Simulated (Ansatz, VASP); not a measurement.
Two plane-wave programs on Ti4Ru

```xyz
5
Lattice="4.3049 0.0000 0.0000 -2.1525 3.7282 0.0000 0.0000 0.0000 7.2948" Properties=species:S:1:pos:R:3 pbc="T T T"
Ti    0.0000    2.4855    3.6474
Ti    2.1525    1.2427    3.6474
Ti    0.0000    0.0000    5.0924
Ti    0.0000    0.0000    2.2024
Ru    0.0000    0.0000    0.0000
```

Alike in both runs: functional PBE; k mesh 12 × 12 × 6; occupations gaussian, width 0.1 eV; collinear spin.

Ansatz relaxed the structure, and its values are those at the end. VASP's run is a single point on that final structure, the one shown.

|  | VASP | Ansatz |
| --- | --- | --- |
| version | VASP 6.6.1 | Ansatz 0.2.0 |
| potentials or method | VASP PAW PBE potentials, release 64 (Ti_sv, Ru_pv), cutoff 520 eV | scalar-relativistic, plane waves, PAW |
| valence electrons in the cell | 62 | 64 |

|  | VASP | Ansatz | Ansatz less VASP |
| --- | --- | --- | --- |
| gap on the k mesh at the Fermi level (eV) | none | none | - |
| pressure (GPa) | 0.0 | 0.0 | -0.04 |
| rms of the force components (eV/Å) | 0.058 | 0.000 | -0.0574 |
| net moment per atom (μB) | 0.08 | 0.07 | -0.003 |
| size of the moment on the site where the two differ most (μB) | 0.38 | 0.29 | -0.089 |

Site moments also hang on the region over which each program counts them. A gap of «none» marks a metal or a gap that the smearing closes. VASP's potentials hold 62 valence electrons a cell and Ansatz's 64, so a difference there can come from the potentials and not from the codes.
